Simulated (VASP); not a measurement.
Input of a VASP 6.6.1 run:

The input POSCAR:

```
TaN
1.0
    2.9217699809      0.0000000000      0.0000000000
   -1.4608849905      2.5303270275      0.0000000000
    0.0000000000      0.0000000000      5.9165150000
Ta N
2 2
Direct
    0.0000000000      0.0000000000      0.5000000000
    0.0000000000      0.0000000000      0.0000000000
    0.3333333333      0.6666666667      0.2500000000
    0.6666666667      0.3333333333      0.7500000000
```

File INCAR.step1:

```
SYSTEM = TaN
  ALGO = Normal
  EDIFF = 1E-5
  ENCUT = 520
  GGA = PE
  ISIF = 2
  ISMEAR = -1
  LASPH = .TRUE.
  LCHARG = .FALSE.
  LREAL = .FALSE.
  LWAVE = .TRUE.
  NBANDS = 24
  NELM = 100
  PREC = Accurate
  SIGMA = 0.05
```

The input INCAR.step2:

```
SYSTEM = TaN
  AEXX = 0.25
  ALGO = Normal
  EDIFF = 1E-6
  ENCUT = 520
  GGA = PE
  ISIF = 2
  ISMEAR = -1
  ISTART = 1
  LASPH = .TRUE.
  LCHARG = .FALSE.
  LHFCALC = .TRUE.
  LREAL = .FALSE.
  LWAVE = .FALSE.
  NBANDS = 24
  NELM = 100
  PREC = Accurate
  PRECFOCK = Normal
  SIGMA = 0.05
```

KPOINTS

```
k-points
0
G
  6 6 3
  0 0 0
```

Potentials or basis: VASP PAW PBE potentials, release 64 (Ta_pv, N).

Command:

```sh
$ cat potpaw_PBE.64/Ta_pv/POTCAR potpaw_PBE.64/N/POTCAR > POTCAR
$ cp INCAR.step1 INCAR
$ mpirun -np 1 vasp_std > vasp.out
$ cp INCAR.step2 INCAR
$ mpirun -np 1 vasp_std > vasp.out
```

Problem. Predict the pressure.

Solution. -10.3 GPa.

Problem. Estimate the band gap on the k mesh.

Solution. Zero (bands 16 and 17 overlap by 2.08 eV).

Stress tensor (GPa, compression positive):
```
 -9.28   0.00   0.00
  0.00  -9.28   0.00
  0.00   0.00 -12.47
```

Caveat: the k points lie up to 0.41 Å⁻¹ apart, too coarse for converged energies and pressures of a metal; the PAW data sets were made with another functional, which shifts forces and pressure a little; spin-orbit coupling is left out, which moves the levels of the heavy elements.
